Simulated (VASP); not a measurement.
A run of VASP 6.6.1 is set up as follows.

INCAR

```
ALGO = Normal ; EDIFF = 1E-7
ENCUT = 520 ; GGA = PE
ISIF = 2 ; ISMEAR = -1
ISPIN = 2 ; LASPH = T
LCHARG = F ; LMAXMIX = 4
LORBIT = 11 ; LREAL = F
LWAVE = F ; MAGMOM = 2
NBANDS = 15 ; NELM = 150
PREC = Accurate ; SIGMA = 0.1
```

File KPOINTS:

```
k-points
0
Gamma
  13 13 13
```

File POSCAR:

```
Ni
1.0
    0.0000000000      1.7659800000      1.7659800000
    1.7659800000      0.0000000000      1.7659800000
    1.7659800000      1.7659800000      0.0000000000
Ni
1
Direct
    0.0000000000      0.0000000000      0.0000000000
```

Potentials or basis: VASP PAW PBE potentials, release 64 (Ni).

Command:

```console
$ cat potpaw_PBE.64/Ni/POTCAR > POTCAR
$ mpirun -np 1 vasp_std > vasp.out
```

Q: Predict the net moment.

A: 0.62 μB per cell.

Q: Predict the pressure.

A: -1.9 GPa.

Q: What does it give for the site moments?

A: Ni +0.63 μB.
